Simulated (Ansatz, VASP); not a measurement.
Mn: VASP beside Ansatz

INCAR

```
SYSTEM = Mn
ALGO     = Normal         ! electronic algorithm
EDIFF    = 1E-6           ! SCF threshold, eV
ENCUT    = 520            ! plane-wave cutoff, eV
GGA      = PE             ! functional
ISIF     = 2              ! what is computed and relaxed
ISMEAR   = -1             ! smearing method
LASPH    = .True.         ! aspherical terms in the spheres
LCHARG   = .False.        ! write CHGCAR
LREAL    = .False.        ! projectors in reciprocal space
LWAVE    = .False.        ! write WAVECAR
NBANDS   = 20             ! bands
NELM     = 60             ! most SCF steps
PREC     = Accurate       ! precision mode
SIGMA    = 0.1            ! smearing width, eV
```

Contents of KPOINTS:

```
k-points
0
Gamma
  18 18 18
  0 0 0
```

Contents of POSCAR:

```
Mn
1.0
    0.0000000000      2.5405012110      2.5405012110
    2.5405012110      0.0000000000      2.5405012110
    2.5405012110      2.5405012110      0.0000000000
Mn
2
Direct
    0.1250000000      0.1250000000      0.1250000000
    0.8750000000      0.8750000000      0.8750000000
```

Input for Ansatz:

```yaml
crystal:
  lattice:
    - [0.0, 2.540501211, 2.540501211]
    - [2.540501211, 0.0, 2.540501211]
    - [2.540501211, 2.540501211, 0.0]
  atoms:
    - { symbol: Mn, position: [0.125, 0.125, 0.125] }
    - { symbol: Mn, position: [0.875, 0.875, 0.875] }
hamiltonian:
  xc: pbe
  pseudopotentials:
    kind: paw
    azcp:
      Mn: "pseudopotentials/Mn.paw.azcp"
basis:
  ecutwfc: 420
  fft_grid_basis: typed
kpoints:
  mp_grid: { grid: [18, 18, 18], shift: [0, 0, 0] }
magnetization:
  spin_polarized: false
scf:
  occupations: { method: fermi_dirac, width: 0.1 }
output:
  stress: true
```

Alike in both runs: task single point; functional PBE; k mesh 18 × 18 × 18; occupations fermi-dirac, width 0.1 eV; no spin polarisation.

|  | VASP | Ansatz |
| --- | --- | --- |
| version | VASP 6.6.1 | Ansatz 0.2.0 |
| potentials or method | VASP PAW PBE potentials, release 64 (Mn_pv), cutoff 520 eV | plane waves (420 eV) with PAW, scalar-relativistic |
| valence electrons in the cell | 26 | 30 |

VASP gave:

| Property | Result |
| --- | --- |
| pressure (GPa) | -9.2 |

Q: Which values does Ansatz return?

A: Pressure (GPa): -9.5.

VASP's potentials hold 26 valence electrons a cell and Ansatz's 30, so a difference there can come from the potentials and not from the codes.
